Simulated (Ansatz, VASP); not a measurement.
One calculation of Ta, two programs

Contents of INCAR:

```
PREC = Accurate ; ENCUT = 400
EDIFF = 1E-8 ; ISMEAR = -1
SIGMA = 0.08 ; LREAL = F
LASPH = T ; NELM = 120
ALGO = Normal ; ISIF = 2
LWAVE = F ; LCHARG = F
GGA = PE ; LEFG = T
NBANDS = 12 ; GGA_COMPAT = F
```

Contents of KPOINTS:

```
regular mesh
0
Gamma
  17 17 17
```

File POSCAR:

```
Ta
1.0
   -1.6512800000      1.6512800000      1.6843056000
    1.6512800000     -1.6512800000      1.6843056000
    1.6512800000      1.6512800000     -1.6843056000
Ta
1
Direct
    0.0000000000      0.0000000000      0.0000000000
```

Input for Ansatz:

```yaml
crystal:
  lattice:
    - [-1.65128, 1.65128, 1.6843056]
    - [1.65128, -1.65128, 1.6843056]
    - [1.65128, 1.65128, -1.6843056]
  atoms:
    - { symbol: Ta, position: [0.0, 0.0, 0.0] }
kpoints:
  mp_grid: { grid: [17, 17, 17] }
scf:
  occupations: { method: fermi_dirac, width: 0.08 }
hamiltonian:
  xc: pbe
  pseudopotentials: { kind: all_electron, datasets: crystal }
output:
  forces: true
  stress: true
  eigenvalues: true
  efg: { contact_densities: true }
```

Change from the starting cell: zz strain of +2 %, crystal datasets.

Alike in both runs: task electric field gradients; functional PBE; k mesh 17 × 17 × 17; occupations fermi-dirac, width 0.08 eV; no spin polarisation.

|  | VASP | Ansatz |
| --- | --- | --- |
| version | VASP 6.6.1 | Ansatz 0.2.0 |
| potentials or method | VASP PAW PBE potentials, release 64 (Ta_pv), cutoff 400 eV | all-electron PAW with datasets made for the crystal, scalar-relativistic |

VASP gave:

| Item | Value |
| --- | --- |
| pressure (GPa) | -0.7 |
| traceless stress, the component that is largest in VASP (GPa) | -1.28 |
| size of Vzz on the site where it differs most (V/Å²) | 13.1 |

Estimate Ansatz's values.

pressure (GPa): -0.8; traceless stress, the component that is largest in VASP (GPa): -1.28; size of Vzz on the site where it differs most (V/Å²): 13.7.

Ansatz ran all-electron here, and VASP with PAW potentials.

Spin-orbit coupling is off throughout.
